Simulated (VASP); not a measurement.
Set up this calculation in VASP 6.6.1, as the native input.

```yaml
Task: single point
Functional: r2SCAN
Potentials_or_basis: VASP PAW PBE potentials, release 64 (Si, W_sv)
Cutoff: 520 eV
k_mesh: 10 × 10 × 10
Occupations: fermi-dirac, width 0.02 eV
Spin: no spin polarisation
Dipole_correction: no
Further_INCAR_settings: ALGO = Normal; EDIFF = 1e-07; NBANDS = 18
```

Crystal: Si2W.

```
CELL_PARAMETERS angstrom
-1.60626 1.60626 3.90098
1.60626 -1.60626 3.90098
1.60626 1.60626 -3.90098
ATOMIC_POSITIONS crystal
Si 0.33508 0.33508 0.00000
Si 0.66492 0.66492 0.00000
W 0.00000 0.00000 0.00000
```

The input as run:

POSCAR

```
Si2W
1.0
   -1.6062564142      1.6062564142      3.9009830007
    1.6062564142     -1.6062564142      3.9009830007
    1.6062564142      1.6062564142     -3.9009830007
Si W
2 1
Direct
    0.3350769127      0.3350769127      0.0000000000
    0.6649230873      0.6649230873      0.0000000000
    0.0000000000      0.0000000000      0.0000000000
```

INCAR.step1

```
SYSTEM = Si2W
PREC = Accurate ; ENCUT = 520
ISMEAR = -1 ; SIGMA = 0.02
LREAL = .False. ; LASPH = .True.
NELM = 100 ; NBANDS = 18
GGA = PE ; ALGO = Normal
EDIFF = 1E-4 ; LWAVE = .True.
LCHARG = .False.
```

INCAR.step2

```
SYSTEM = Si2W
PREC = Accurate ; ENCUT = 520
EDIFF = 1E-7 ; ISMEAR = -1
SIGMA = 0.02 ; LREAL = .False.
LASPH = .True. ; NELM = 100
ALGO = Normal ; ISIF = 2
LWAVE = .False. ; LCHARG = .False.
METAGGA = R2SCAN ; LMIXTAU = .True.
NBANDS = 18 ; ISTART = 1
```

KPOINTS

```
Automatic mesh
0
Gamma
  10 10 10
  0 0 0
```

Potentials or basis: VASP PAW PBE potentials, release 64 (Si, W_sv).

Launch:

```sh
$ cat potpaw_PBE.64/Si/POTCAR potpaw_PBE.64/W_sv/POTCAR > POTCAR
$ cp INCAR.step1 INCAR
$ mpirun -np 1 vasp_std > vasp.out
$ cp INCAR.step2 INCAR
$ mpirun -np 1 vasp_std > vasp.out
```

Results of the run:

```
Pressure               : 0.3 GPa
Largest force          : 0.009 eV/Å
Band gap on the k mesh : zero (band 11 reaches 12.69 eV, above the bottom of band 12 at 11.38 eV)
```

Caveat: the PAW data sets were made with another functional, which shifts forces and pressure a little; spin-orbit coupling is left out, which moves the levels of the heavy elements.

Run time: 5.2 min on 1 thread of Intel(R) Xeon(R) Platinum 8375C CPU @ 2.90GHz (Ice Lake) (shared host), peak memory 0.26 GiB.
